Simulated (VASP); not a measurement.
**GaN: relaxation of cell and atoms with PBE**

Crystal: GaN.

```
Ga N
1.0
     0.00000    2.25350    2.25350
     2.25350    0.00000    2.25350
     2.25350    2.25350    0.00000
Ga N
1 1
Direct
  0.00000 0.00000 0.00000
  0.75000 0.75000 0.75000
```

* Program: VASP 6.6.1
* Task: relaxation of cell and atoms
* Functional: PBE
* Potentials or basis: VASP PAW PBE potentials, release 64 (Ga_d, N)
* Cutoff: 600 eV
* k mesh: 8 × 8 × 8
* Occupations: gaussian, width 0.01 eV
* Spin: no spin polarisation
* Target pressure: 20 GPa
* Dipole correction: no
* Further INCAR settings: ALGO = Normal; EDIFF = 1e-07; IBRION = 2; EDIFFG = -0.01; NSW = 80; ISIF = 3

- Relaxed volume: 10.69 Å³/atom
- Relaxed cell: a = 3.116 Å, b = 3.116 Å, c = 3.116 Å, α = 60.00°, β = 60.00°, γ = 60.00°
- Space group after relaxing (to 0.05 Å): F-43m (No. 216)
- Energy change on relaxing (the enthalpy is what falls): +56.2 meV/atom
- Ionic steps: 4
- Pressure after relaxing: 20.0 GPa
- Band gap on the k mesh: 2.16 eV, direct

Step by step:
| step | energy change (eV) | largest force (eV/Å) | pressure (GPa) | volume (Å³) |
| --- | --- | --- | --- | --- |
| 1 | 0.0000 | 0.0000 | 4.91 | 22.89 |
| 2 | 0.5008 | 0.0000 | 48.12 | 19.50 |
| 3 | 0.1088 | 0.0000 | 19.66 | 21.42 |
| 4 | 0.1123 | 0.0000 | 19.98 | 21.39 |

Final structure:
```xyz
2
Lattice="0.0000 2.2031 2.2031 2.2031 0.0000 2.2031 2.2031 2.2031 0.0000" Properties=species:S:1:pos:R:3 pbc="T T T"
Ga    2.2031    2.2031    4.4063
N     3.3047    3.3047    3.3047
```

Levels at points of the mesh, in eV from the valence-band top:
| k point | band 5 | band 6 | band 7 | band 8 | band 9 | band 10 | band 11 | band 12 | band 13 |
| --- | --- | --- | --- | --- | --- | --- | --- | --- | --- |
| (0.00, 0.00, 0.00) | -13.12 | -13.12 | 0.00 | 0.00 | 0.00 | 2.16 | 10.73 | 10.73 | 10.73 |
| (0.50, 0.00, 0.00) | -13.07 | -11.87 | -7.50 | -1.06 | -1.06 | 5.11 | 9.07 | 10.72 | 10.72 |
| (0.50, 0.50, 0.00) | -13.03 | -11.47 | -6.41 | -2.95 | -2.95 | 3.37 | 7.06 | 12.21 | 14.69 |

It took 37 s on 1 thread of Intel(R) Xeon(R) Platinum 8488C (Sapphire Rapids), on a shared host, peak memory 0.17 GiB.

Caveat: the cell is relaxed towards a set pressure, so the enthalpy falls and the energy may rise. As with any semilocal functional, this PBE gap is likely too small.
